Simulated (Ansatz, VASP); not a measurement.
**SrCl2: VASP beside Ansatz**

```xyz
3
Lattice="0.0466 3.5444 3.5444 3.5444 0.0466 3.5444 3.5444 3.5444 0.0466" Properties=species:S:1:pos:R:3 pbc="T T T"
Sr    0.0000    0.0000    0.0000
Cl    1.7775    1.7775    1.7775
Cl    5.3578    5.3578    5.3578
```

Change from the starting cell: shear_111 strain +2.0%.

Alike in both runs: task single point; functional r2SCAN; k mesh 6 × 6 × 6; no spin polarisation.

```csv
,VASP,Ansatz
version,VASP 6.6.1,Ansatz 0.2.0
potentials or method,"VASP PAW PBE potentials, release 64 (Sr_sv, Cl)","plane waves, PAW"
plane-wave cutoff (eV),520,500
occupations,"gaussian, width 0.01 eV",fixed
valence electrons in the cell,24,24
```

```tsv
	VASP	Ansatz	Ansatz less VASP
gap on the k mesh at the Fermi level (eV)	5.86	5.86	0.000
pressure (GPa)	-0.7	-0.7	-0.03
traceless stress, the component that is largest in VASP (GPa)	-0.12	-0.12	+0.003
```

VASP's potentials were made for PBE, not for r2SCAN.
